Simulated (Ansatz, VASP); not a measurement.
**One calculation of BaZrO3, two programs**

```xyz
5
Lattice="4.1409 0.0000 0.0000 0.0000 4.1409 0.0000 0.0000 0.0000 4.1409" Properties=species:S:1:pos:R:3 pbc="T T T"
Ba    0.0000    0.0000    0.0000
Zr    2.0704    2.0704    2.0704
O     0.0000    2.0704    2.0704
O     2.0704    0.0000    2.0704
O     2.0704    2.0704    0.0000
```

Alike in both runs: task single point; functional PBE; k mesh 6 × 6 × 6; occupations gaussian, width 0.02 eV; no spin polarisation.

```csv
,VASP,Ansatz
version,VASP 6.6.1,Ansatz 0.2.0
potentials or method,"VASP PAW PBE potentials, release 64 (Ba_sv, Zr_sv, O), cutoff 520 eV","scalar-relativistic, plane waves, PAW"
valence electrons in the cell,40,40
```

|  | VASP | Ansatz | Ansatz less VASP |
| --- | --- | --- | --- |
| gap on the k mesh at the Fermi level (eV) | 3.27 | 3.32 | +0.056 |
| least direct gap on the mesh (eV) | 3.45 | 3.47 | +0.025 |
| pressure (GPa) | 11.8 | 10.6 | -1.23 |

With one functional, cell and mesh, what is left measures potentials, basis and numerics.

Neither program's run includes spin-orbit coupling.
